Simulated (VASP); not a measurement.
# Al15TeN15 (a cell with a defect) in VASP: notebook, part 2 of 2

VASP 6.6.1.

## (3) Single point, PBE, collinear spin

The input, INCAR:

```
PREC = Accurate
ENCUT = 520
EDIFF = 1E-6
ISMEAR = -1
SIGMA = 0.01
LREAL = Auto
LASPH = True
NELM = 200
ALGO = Normal
ISIF = 2
LWAVE = False
LCHARG = True
ISPIN = 2
MAGMOM = 0 0 0 0 0.01 0 0 0 0.01 0 0 0 0 0 0 0.18 0 0 0.05 0.17 0.01 0 0.01 0.17 0.01 0.01 0.01 0 0 0 0
LORBIT = 11
NUPDOWN = 1.0
GGA = PE
LELF = True
LVHAR = True
NELECT = 127.0
NBANDS = 88
GGA_COMPAT = False
ISYM = -1
```

The input, KPOINTS:

```
explicit points
1
Reciprocal
  0.25000000   0.25000000   0.25000000 1
```

The input, POSCAR:

```
Al15TeN15
1.0
    6.2595139128      0.0000000578      0.0000000000
   -3.1297570064      5.4208980350      0.0000000000
    0.0000000000      0.0000000000     10.0348065929
Al Te N
15 1 15
Direct
    0.3284327537      0.1726244431      0.2197879856
    0.3400294653      0.1612511710      0.7526487414
    0.1664579807      0.3348045766      0.9852503292
    0.3332904382      0.6696809017      0.2478261013
    0.1546520960      0.8011249286      0.5096711147
    0.3403168555      0.6592735377      0.7526170583
    0.1677122502      0.8281373614      0.9978331690
    0.8319720722      0.1681911310      0.2479219026
    0.7005551656      0.3468161874      0.5096964666
    0.8424802804      0.1612038231      0.7523926798
    0.6730216314      0.3333192599      0.9977906115
    0.8339602311      0.6677090737      0.2522152356
    0.6666003798      0.8348370474      0.4997651102
    0.8366969936      0.6641592484      0.7530195738
    0.6692133793      0.8320778437      1.0020319460
    0.2631727535      0.2382404280      0.4621226926
    0.1604010238      0.3404179694      0.1747929833
    0.3379138167      0.1631993128      0.9449512319
    0.1747999479      0.3275194512      0.7201997927
    0.3472940458      0.6966520663      0.4324527972
    0.1638016388      0.8300864678      0.1851998066
    0.3412086759      0.6746326896      0.9413219427
    0.1706469101      0.8203536635      0.6976376932
    0.8061182041      0.1546588201      0.4326714685
    0.6713102357      0.3376228175      0.1852714011
    0.8264921724      0.1599269985      0.9410355125
    0.6804188101      0.3299893023      0.6976220772
    0.8322423815      0.6691514438      0.4422725454
    0.6700246407      0.8317076473      0.1887062286
    0.8339153319      0.6670157485      0.9401628319
    0.6731255698      0.8280988887      0.6909096207
```

Potentials or basis: VASP PAW PBE potentials, release 64 (Al, Te, N).

Started as:

```bash
$ cat potpaw_PBE.64/Al/POTCAR potpaw_PBE.64/Te/POTCAR potpaw_PBE.64/N/POTCAR > POTCAR
$ mpirun -np 1 vasp_std > vasp.out
```

Wall time 97 s (1 thread of Intel Xeon 6975P-C (Granite Rapids), shared host); peak memory 0.57 GiB.

It converged, with:

| Quantity | Value |
| --- | --- |
| Free energy | -215.0276 eV |
| Largest force | 0.050 eV/Å |
| Net moment | 1.00 μB per cell |
| Site moments | Al +0.00, -0.00, +0.02 (each value once); Te +0.21; N -0.00, +0.00, +0.04, +0.15, +0.01 (each value once) μB |
| Valence electrons inside the program's atomic spheres | Al 0.83, 0.81, 0.85, 0.84, 0.80, 0.82 (each value once); Te 3.60; N 3.85, 3.86, 3.81, 3.88, 3.87 (each value once) |

Forces in eV/Å, atoms in the order of the input:
```
Al   0.001 -0.002 -0.003
Al  -0.009 -0.001 -0.016
Al   0.001  0.007 -0.007
Al   0.003  0.012  0.006
Al  -0.005 -0.026  0.012
Al   0.003 -0.004  0.000
Al   0.013 -0.006 -0.001
Al  -0.009 -0.009  0.006
Al   0.017  0.013  0.012
Al   0.003 -0.005  0.001
Al   0.011 -0.002 -0.001
Al  -0.004  0.004  0.015
Al   0.003 -0.006  0.000
Al   0.001  0.000 -0.007
Al   0.004 -0.001 -0.001
Te  -0.040  0.030 -0.001
N    0.007 -0.009 -0.021
N   -0.008  0.004 -0.015
N    0.022 -0.015  0.013
N    0.015 -0.024 -0.002
N    0.004  0.006 -0.022
N    0.002  0.009 -0.003
N   -0.006  0.019  0.015
N    0.022  0.005  0.008
N   -0.002 -0.003 -0.019
N   -0.009 -0.007 -0.002
N   -0.009 -0.003  0.004
N   -0.008  0.005  0.008
N   -0.006  0.003  0.005
N   -0.011  0.002  0.014
N   -0.006  0.004  0.003
```

Caveat: the cell carries a net charge on a neutralising background, which shifts energy and pressure; the cell is charged against a uniform background, so pressure and absolute levels hang on convention; spin-orbit coupling is left out, which moves the levels of the heavy elements; the total moment is fixed, so each spin has its own Fermi level and the state may be an excited one.

## (4) Relaxation of the atoms, PBE

The input, INCAR:

```
PREC = Accurate ; ENCUT = 520
EDIFF = 1E-7 ; ISMEAR = 0
SIGMA = 0.01 ; LREAL = Auto
LASPH = True ; NELM = 120
ALGO = Normal ; ISIF = 2
LWAVE = False ; LCHARG = False
GGA = PE ; IBRION = 2
NSW = 100 ; EDIFFG = -0.03
NELECT = 128.0 ; GGA_COMPAT = False
NELMIN = 4 ; ISYM = -1
```

KPOINTS is that of step 3.

The input, POSCAR:

```
Al15TeN15
1.0
    6.2595139100      0.0000000600      0.0000000000
   -3.1297570100      5.4208980300      0.0000000000
    0.0000000000      0.0000000000     10.0348065900
Al Te N
15 1 15
Direct
    0.3333333300      0.1666666700      0.2496176900
    0.3333333300      0.1666666700      0.7496176900
    0.1666666700      0.3333333300      0.9996176900
    0.3333333300      0.6666666700      0.2496176900
    0.1666666700      0.8333333300      0.4996176900
    0.3333333300      0.6666666700      0.7496176900
    0.1666666700      0.8333333300      0.9996176900
    0.8333333300      0.1666666700      0.2496176900
    0.6666666700      0.3333333300      0.4996176900
    0.8333333300      0.1666666700      0.7496176900
    0.6666666700      0.3333333300      0.9996176900
    0.8333333300      0.6666666700      0.2496176900
    0.6666666700      0.8333333300      0.4996176900
    0.8333333300      0.6666666700      0.7496176900
    0.6666666700      0.8333333300      0.9996176900
    0.3333333300      0.1666666700      0.4403823100
    0.1666666700      0.3333333300      0.1903823100
    0.3333333300      0.1666666700      0.9403823100
    0.1666666700      0.3333333300      0.6903823100
    0.3333333300      0.6666666700      0.4403823100
    0.1666666700      0.8333333300      0.1903823100
    0.3333333300      0.6666666700      0.9403823100
    0.1666666700      0.8333333300      0.6903823100
    0.8333333300      0.1666666700      0.4403823100
    0.6666666700      0.3333333300      0.1903823100
    0.8333333300      0.1666666700      0.9403823100
    0.6666666700      0.3333333300      0.6903823100
    0.8333333300      0.6666666700      0.4403823100
    0.6666666700      0.8333333300      0.1903823100
    0.8333333300      0.6666666700      0.9403823100
    0.6666666700      0.8333333300      0.6903823100
```

Potentials or basis: VASP PAW PBE potentials, release 64 (Al, Te, N).

Started as:

```bash
$ cat potpaw_PBE.64/Al/POTCAR potpaw_PBE.64/Te/POTCAR potpaw_PBE.64/N/POTCAR > POTCAR
$ mpirun -np 1 vasp_std > vasp.out
```

OUTCAR:

```text
PREC = Accurate
   ENCUT = 520
   EDIFF = 1E-7
   ISMEAR = 0
   LREAL = Auto
   LASPH = True
   NELM = 120
   ISIF = 2
   GGA = PE
   IBRION = 2
   NSW = 100
   EDIFFG = -0.03
   NELECT = 128.0
   NELMIN = 4
   ISYM = -1

 ion  position               nearest neighbor table
   1  0.333  0.167  0.250-  17 1.90  25 1.90  21 1.90  16 1.91   3 3.09   9 3.09  11 3.09   5 3.09
                             7 3.09  12 3.13  12 3.13   8 3.13   8 3.13   4 3.13   4 3.13
   2  0.333  0.167  0.750-  19 1.90  27 1.90  23 1.90  18 1.91   3 3.09   9 3.09  11 3.09   5 3.09
                             7 3.09  16 3.10  14 3.13  14 3.13  10 3.13  10 3.13   6 3.13   6 3.13
   3  0.167  0.333  1.000-  18 1.90  26 1.90  22 1.90  17 1.91   1 3.09   2 3.09   8 3.09  10 3.09
                             4 3.09   6 3.09  15 3.13  15 3.13  11 3.13  11 3.13   7 3.13   7 3.13
   4  0.333  0.667  0.250-  21 1.90  29 1.90  17 1.90  20 1.91   5 3.09   7 3.09  13 3.09  15 3.09
                             3 3.09   8 3.13   8 3.13  12 3.13  12 3.13   1 3.13   1 3.13
   5  0.167  0.833  0.500-  20 1.90  28 1.90  16 1.90  23 1.91   4 3.09   6 3.09  12 3.09  14 3.09
                             1 3.09   2 3.09   9 3.13   9 3.13  13 3.13  13 3.13
   6  0.333  0.667  0.750-  23 1.90  31 1.90  19 1.90  22 1.91   5 3.09   7 3.09  13 3.09  15 3.09
                             3 3.09  10 3.13  10 3.13  14 3.13  14 3.13   2 3.13   2 3.13
   7  0.167  0.833  1.000-  22 1.90  30 1.90  18 1.90  21 1.91   4 3.09   6 3.09  12 3.09  14 3.09
                             1 3.09   2 3.09  11 3.13  11 3.13  15 3.13  15 3.13   3 3.13   3 3.13
   8  0.833  0.167  0.250-  25 1.90  17 1.90  29 1.90  24 1.91   9 3.09  11 3.09   3 3.09  13 3.09
                            15 3.09   4 3.13   4 3.13   1 3.13   1 3.13  12 3.13  12 3.13
   9  0.667  0.333  0.500-  24 1.90  16 1.90  28 1.90  27 1.91   8 3.09  10 3.09   1 3.09   2 3.09
[... 15 lines left out ...]
  18  0.333  0.167  0.940-   3 1.90  11 1.90   7 1.90   2 1.91
  19  0.167  0.333  0.690-   2 1.90  10 1.90   6 1.90
  20  0.333  0.667  0.440-   5 1.90  13 1.90   4 1.91
  21  0.167  0.833  0.190-   4 1.90  12 1.90   1 1.90   7 1.91
  22  0.333  0.667  0.940-   7 1.90  15 1.90   3 1.90   6 1.91
  23  0.167  0.833  0.690-   6 1.90  14 1.90   2 1.90   5 1.91
  24  0.833  0.167  0.440-   9 1.90  13 1.90   8 1.91
  25  0.667  0.333  0.190-   8 1.90   1 1.90  12 1.90  11 1.91
  26  0.833  0.167  0.940-  11 1.90   3 1.90  15 1.90  10 1.91
  27  0.667  0.333  0.690-  10 1.90   2 1.90  14 1.90   9 1.91
  28  0.833  0.667  0.440-  13 1.90   5 1.90   9 1.90  12 1.91
  29  0.667  0.833  0.190-  12 1.90   4 1.90   8 1.90  15 1.91
  30  0.833  0.667  0.940-  15 1.90   7 1.90  11 1.90  14 1.91
  31  0.667  0.833  0.690-  14 1.90   6 1.90  10 1.90  13 1.91

IMPORTANT INFORMATION: All symmetrisations will be switched off!
NOSYMM: (Re-)initialisation of all symmetry stuff for point group C_1.

----------------------------------------------------------------------------------------

                                     Primitive cell

  volume of cell :     340.5029

  direct lattice vectors                    reciprocal lattice vectors
     6.259513910  0.000000060  0.000000000     0.159756813  0.092235641  0.000000000
    -3.129757010  5.420898030  0.000000000    -0.000000002  0.184471279  0.000000000
     0.000000000  0.000000000 10.034806590     0.000000000  0.000000000  0.099653141

  length of vectors
     6.259513910  6.259513910 10.034806590     0.184471279  0.184471279  0.099653141

  position of ions in fractional coordinates (direct lattice)
     0.333333330  0.166666670  0.249617690
     0.333333330  0.166666670  0.749617690
     0.166666670  0.333333330  0.999617690
     0.333333330  0.666666670  0.249617690
     0.166666670  0.833333330  0.499617690
     0.333333330  0.666666670  0.749617690
[... 23 lines left out ...]
     0.833333330  0.666666670  0.940382310
     0.666666670  0.833333330  0.690382310

  ion indices of the primitive-cell ions
   primitive index   ion index
[... 66 lines left out ...]
   NFREE  =      1    steps in history (QN), initial steepest desc. (CG)
   ISIF   =      2    stress and relaxation
   ISYM   =     -1    0-nonsym 1-usesym 2-fastsym
   POTIM  = 0.5000    time-step for ionic-motion
   TEBEG  =    0.0;   TEEND  =   0.0 temperature during run
   PSTRESS=    0.0 pullay stress
   NELECT =     128.0000    total number of electrons
   NUPDOWN=      -1.0000    fix difference up-down
   EMIN   =  10.00;   EMAX   =-10.00  energy-range for DOS
   EFERMI =   0.00;   METHOD = LEGACY
   ISMEAR =     0;   SIGMA  =   0.01  broadening in eV -4-tet -1-fermi 0-gaus
   EFERMI_NEDOS =   21; number of points for ismear=-14 and -15
   IALGO  =     38    algorithm
   IMIX   =      4    mixing-type and parameters
     AMIX     =   0.40;   BMIX     =  1.00
     AMIX_MAG =   1.60;   BMIX_MAG =  1.00
  volume/ion in A,a.u.               =      10.98        74.12
  Fermi-wavevector in a.u.,A,eV,Ry     =   1.181511  2.232733 18.993310  1.395969
  Thomas-Fermi vector in A             =   2.317783
   LORBIT       =      0    0 simple, 1 ext, 2 COOP (PROOUT), +10 PAW based schemes
   GGA     = PE    functional components
   LHFCALC =     F    Hartree Fock is set to
   AEXX    =    0.0000 exact exchange contribution
   IVDW    =     0    specifies the selected vdW correction
   LEPSILON=     F    determine dielectric tensor
   LRPA    =     F    only Hartree local field effects (RPA)
 conjugate gradient relaxation of ions
 non-spin polarized calculation
 Gauss-broadening in eV      SIGMA  =   0.01
  energy-cutoff  :      520.00
  volume of cell :      340.50
 maximum number of plane-waves:      9148
 NGX is ok and might be reduce to    48
   NGX = 23   NGY = 23   NGZ = 37

--------------------------------------- Ionic step        1  -------------------------------------------

 number of electron     127.9999983 magnetization

 Free energy of the ion-electron system (eV)
  ---------------------------------------------------
  ext. energy  EPLUGINS =         0.00000000
  ---------------------------------------------------
  free energy    TOTEN  =      -193.07957042 eV

  energy without entropy =     -193.07957042  energy(sigma->0) =     -193.07957042

------------------------ aborting loop because EDIFF is reached ----------------------------------------

  FORCE on cell =-STRESS in cart. coord.  units (eV):
  Direction    XX          YY          ZZ          XY          YZ          ZX
  --------------------------------------------------------------------------------------
  -------------------------------------------------------------------------------------
  Total       47.4968875     57.9832360     73.7046576      9.0690183     -5.8541709     11.0576588
  in kB      223.4883441    272.8300333    346.8044487     42.6726884    -27.5457830     52.0298903
  external PRESSURE =     281.0409420 kB  Pullay stress =       0.0000000 kB
[... 176 lines left out ...]
  FREE ENERGIE OF THE ION-ELECTRON SYSTEM (eV)
  ---------------------------------------------------
  free  energy   TOTEN  =      -204.7973933240 eV

  energy  without entropy=     -204.7973933240  energy(sigma->0) =     -204.79739332

[... ionic steps 4 to 25 ...]

--------------------------------------- Ionic step       26  -------------------------------------------

 number of electron     127.9999997 magnetization

------------------------ aborting loop because EDIFF is reached ----------------------------------------
[... 125 lines left out ...]
--------------------------------------- Ionic step       28  -------------------------------------------

 number of electron     127.9999997 magnetization

 Free energy of the ion-electron system (eV)
  ---------------------------------------------------
  ext. energy  EPLUGINS =         0.00000000
  ---------------------------------------------------
  free energy    TOTEN  =      -206.58433597 eV

  energy without entropy =     -206.58433597  energy(sigma->0) =     -206.58433597

 E-fermi :   8.5704     XC(G=0): -10.9478

 val. band max:        8.4723896612   @ k =   0.2500   0.2500   0.2500
 cond. band min:      11.4597015661   @ k =   0.2500   0.2500   0.2500
 fundamental gap:      2.9873119049
 Fermi energy:         8.5704497646

 k-point     1 :       0.2500    0.2500    0.2500
  band No.  band energies     occupation
      1      -8.6540      2.00000
      2      -8.1072      2.00000
      3      -8.0207      2.00000
      4      -7.9238      2.00000
      5      -7.5659      2.00000
      6      -7.4136      2.00000
[... 68 lines left out ...]
     75      13.1239      0.00000
     76      13.2576      0.00000
 [bands above 76 left out]

------------------------ aborting loop because EDIFF is reached ----------------------------------------

  FORCE on cell =-STRESS in cart. coord.  units (eV):
  Direction    XX          YY          ZZ          XY          YZ          ZX
  --------------------------------------------------------------------------------------
  -------------------------------------------------------------------------------------
  Total       40.9934828     31.9834835     46.0119729     -7.8914697     -1.1546715      2.9223139
  in kB      192.8877043    150.4927194    216.5013368    -37.1319383     -5.4331060     13.7504398
  external PRESSURE =     186.6272535 kB  Pullay stress =       0.0000000 kB
[... 46 lines left out ...]
  FREE ENERGIE OF THE ION-ELECTRON SYSTEM (eV)
  ---------------------------------------------------
  free  energy   TOTEN  =      -206.5843359671 eV

  energy  without entropy=     -206.5843359671  energy(sigma->0) =     -206.58433597

 reached required accuracy - stopping structural energy minimisation
```

Wall time 13 min (1 thread of Intel Xeon 6975P-C (Granite Rapids), shared host); peak memory 0.49 GiB.

Results:

```
Free energy                  : -206.5843 eV
Energy gained by relaxing    : 435.6 meV/atom
Ionic steps                  : 28
Largest force after relaxing : 0.025 eV/Å
```

Forces in eV/Å, atoms in the order of the input:
```
Al  -0.004  0.001 -0.010
Al  -0.017  0.010  0.009
Al   0.003  0.000  0.001
Al  -0.004  0.004 -0.010
Al   0.020 -0.009 -0.012
Al   0.011 -0.008 -0.006
Al   0.004  0.008 -0.008
Al  -0.007  0.000 -0.005
Al   0.008 -0.004 -0.004
Al   0.013 -0.004 -0.006
Al  -0.006 -0.006 -0.009
Al   0.008 -0.004  0.002
Al  -0.008  0.005  0.015
Al   0.003 -0.004 -0.001
Al  -0.009  0.004 -0.007
Te  -0.011  0.007 -0.004
N    0.001  0.002  0.015
N   -0.002  0.001 -0.001
N    0.009 -0.005 -0.006
N   -0.021  0.000  0.002
N    0.000  0.002  0.010
N    0.003 -0.007  0.004
N   -0.004  0.006  0.011
N   -0.001  0.009 -0.007
N   -0.003 -0.001  0.008
N    0.008  0.001  0.004
N   -0.007  0.001  0.008
N   -0.002 -0.001  0.000
N    0.010 -0.005  0.012
N   -0.002  0.002  0.010
N    0.007 -0.005 -0.016
```

The path:
| step | energy change (eV) | largest force (eV/Å) | pressure (GPa) |
| --- | --- | --- | --- |
| 1 | 0.0000 | 20.3125 | 28.10 |
| 2 | 4.2727 | 29.4544 | 28.17 |
| 3 | -11.7178 | 3.3339 | 18.76 |
| 4 | -11.8611 | 2.6268 | 18.84 |
| 5 | -11.8986 | 2.3070 | 18.98 |
| 6 | -12.7708 | 1.6378 | 19.12 |
| 7 | -12.7875 | 1.2743 | 19.03 |
| 8 | -13.1369 | 0.8664 | 18.65 |
| 9 | -13.1485 | 0.8675 | 18.61 |
| 10 | -13.3274 | 0.5125 | 18.47 |
| 11 | -13.3419 | 0.5355 | 18.44 |
| 12 | -13.4220 | 0.2609 | 18.55 |
| 13 | -13.4287 | 0.3607 | 18.60 |
| 14 | -13.4600 | 0.3013 | 18.69 |
| 15 | -13.4603 | 0.3379 | 18.70 |
| 16 | -13.4822 | 0.2263 | 18.72 |
| 17 | -13.4824 | 0.2393 | 18.72 |
| 18 | -13.4944 | 0.1409 | 18.71 |
| 19 | -13.4945 | 0.1343 | 18.71 |
| 20 | -13.4990 | 0.0920 | 18.66 |
| 21 | -13.4990 | 0.1016 | 18.66 |
| 22 | -13.5021 | 0.0568 | 18.66 |
| 23 | -13.5023 | 0.0705 | 18.66 |
| 24 | -13.5035 | 0.0652 | 18.65 |
| 25 | -13.5035 | 0.0532 | 18.65 |
| 26 | -13.5043 | 0.0413 | 18.65 |
| 27 | -13.5044 | 0.0528 | 18.66 |
| 28 | -13.5048 | 0.0245 | 18.66 |

Final structure:
```xyz
31
Lattice="6.2595 0.0000 0.0000 -3.1298 5.4209 0.0000 0.0000 0.0000 10.0348" Properties=species:S:1:pos:R:3 pbc="T T T"
Al    1.5443    0.9163    2.2395
Al    1.6243    0.8699    7.5179
Al    0.0078    1.8015    9.8300
Al   -0.0073    3.6042    2.5046
Al   -1.5212    4.3357    5.0847
Al    0.0592    3.5781    7.5500
Al   -1.5391    4.4851   10.0070
Al    4.6992    0.9146    2.5070
Al    3.3092    1.8598    5.0853
Al    4.7581    0.8715    7.5471
Al    3.1719    1.7996   10.0069
Al    3.1359    3.6134    2.5419
Al    1.5259    4.5380    4.9742
Al    3.1511    3.6009    7.5357
Al    1.5861    4.5050    0.0295
Te    0.9662    1.2495    4.6393
N    -0.0326    1.8220    1.7225
N     1.6252    0.8684    9.4617
N     0.0595    1.7770    7.3431
N    -0.0276    3.7830    4.3162
N    -1.5681    4.4820    1.8386
N     0.0289    3.6655    9.4492
N    -1.5064    4.4378    7.0000
N     4.5326    0.8399    4.3187
N     3.1613    1.8327    1.8384
N     4.6635    0.8503    9.4451
N     3.2278    1.7940    6.9999
N     3.1024    3.6299    4.4432
N     1.5974    4.4993    1.8911
N     3.1303    3.6119    9.4198
N     1.6105    4.4904    6.9260
```

Caveat: the cell carries a net charge on a neutralising background, which shifts energy and pressure; the cell is charged against a uniform background, so pressure and absolute levels hang on convention; spin-orbit coupling is left out, which moves the levels of the heavy elements.
